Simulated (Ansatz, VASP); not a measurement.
# BaS: VASP beside Ansatz

INCAR

```
  PREC = Accurate
  ENCUT = 520
  EDIFF = 1E-8
  ISMEAR = -1
  SIGMA = 0.01
  LREAL = False
  LASPH = True
  NELM = 80
  ALGO = Normal
  ISIF = 2
  LWAVE = False
  LCHARG = False
  GGA = CA
  LEFG = True
  NBANDS = 15
```

File KPOINTS:

```
regular mesh
0
Gamma
  7 7 7
```

POSCAR

```
BaS
1.0
    0.0000000000      3.1830684821      3.1830684821
    3.1830684821      0.0000000000      3.1830684821
    3.1830684821      3.1830684821      0.0000000000
Ba S
1 1
Direct
    0.0000000000      0.0000000000      0.0000000000
    0.5000000000      0.5000000000      0.5000000000
```

Input for Ansatz:

```yaml
crystal:
  lattice:
    - [0.0, 3.1830684821, 3.1830684821]
    - [3.1830684821, 0.0, 3.1830684821]
    - [3.1830684821, 3.1830684821, 0.0]
  atoms:
    - { symbol: Ba, position: [0.0, 0.0, 0.0] }
    - { symbol: S, position: [0.5, 0.5, 0.5] }
kpoints:
  mp_grid: { grid: [7, 7, 7] }
scf:
  occupations: { method: fermi_dirac, width: 0.01 }
hamiltonian:
  xc: lda
  pseudopotentials: { kind: all_electron, datasets: crystal }
output:
  forces: true
  stress: true
  eigenvalues: true
  efg: { contact_densities: true }
```

Change from the starting cell: volume scaled by 0.99, crystal datasets.

Alike in both runs: task electric field gradients; functional LDA; k mesh 7 × 7 × 7; occupations fermi-dirac, width 0.01 eV; no spin polarisation.

```csv
,VASP,Ansatz
version,VASP 6.6.1,Ansatz 0.2.0
potentials or method,"VASP PAW LDA potentials, release 64 (Ba_sv, S), cutoff 520 eV","all-electron PAW with datasets made for the crystal, scalar-relativistic"
```

|  | VASP | Ansatz | Ansatz less VASP |
| --- | --- | --- | --- |
| gap on the k mesh at the Fermi level (eV) | 1.95 | 2.05 | +0.105 |
| pressure (GPa) | -1.4 | -2.1 | -0.66 |

LDA's correlation is that of Perdew and Zunger in VASP and of Perdew and Wang (1992) in Ansatz. Ansatz ran all-electron here, and VASP with PAW potentials.

Neither program's run includes spin-orbit coupling.
